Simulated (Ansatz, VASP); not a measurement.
Mo in VASP and in Ansatz

File INCAR:

```
SYSTEM = Mo
PREC = Accurate
ENCUT = 520
EDIFF = 1E-6
ISMEAR = -1
SIGMA = 0.1
LREAL = .False.
LASPH = .True.
NELM = 100
ALGO = Normal
ISIF = 2
LWAVE = .False.
LCHARG = .False.
GGA = PE
NBANDS = 21
```

The input KPOINTS:

```
regular mesh
0
Gamma
  11 11 11
  0 0 0
```

The input POSCAR:

```
Mo
1.0
    0.0000000000      2.9546830741      2.9546830741
    2.9546830741      0.0000000000      2.9546830741
    2.9546830741      2.9546830741      0.0000000000
Mo
2
Direct
    0.1250000000      0.1250000000      0.1250000000
    0.8750000000      0.8750000000      0.8750000000
```

Input for Ansatz:

```yaml
crystal:
  lattice:
    - [0.0, 2.9546830741, 2.9546830741]
    - [2.9546830741, 0.0, 2.9546830741]
    - [2.9546830741, 2.9546830741, 0.0]
  atoms:
    - { symbol: Mo, position: [0.125, 0.125, 0.125] }
    - { symbol: Mo, position: [0.875, 0.875, 0.875] }
hamiltonian:
  xc: pbe
  pseudopotentials:
    kind: paw
    azcp:
      Mo: "pseudopotentials/Mo.paw.azcp"
basis:
  ecutwfc: 420
  fft_grid_basis: typed
kpoints:
  mp_grid: { grid: [11, 11, 11], shift: [0, 0, 0] }
magnetization:
  spin_polarized: false
scf:
  occupations: { method: fermi_dirac, width: 0.1 }
  lower_state_search: "off"
output:
  stress: true
```

Alike in both runs: task single point; functional PBE; k mesh 11 × 11 × 11; occupations fermi-dirac, width 0.1 eV; no spin polarisation.

|  | VASP | Ansatz |
| --- | --- | --- |
| version | VASP 6.6.1 | Ansatz 0.2.0 |
| potentials or method | VASP PAW PBE potentials, release 64 (Mo_sv), cutoff 520 eV | plane waves (420 eV) with PAW, scalar-relativistic |
| valence electrons in the cell | 28 | 28 |

```tsv
	VASP	Ansatz	Ansatz less VASP
pressure (GPa)	-9.4	-9.5	-0.16
```
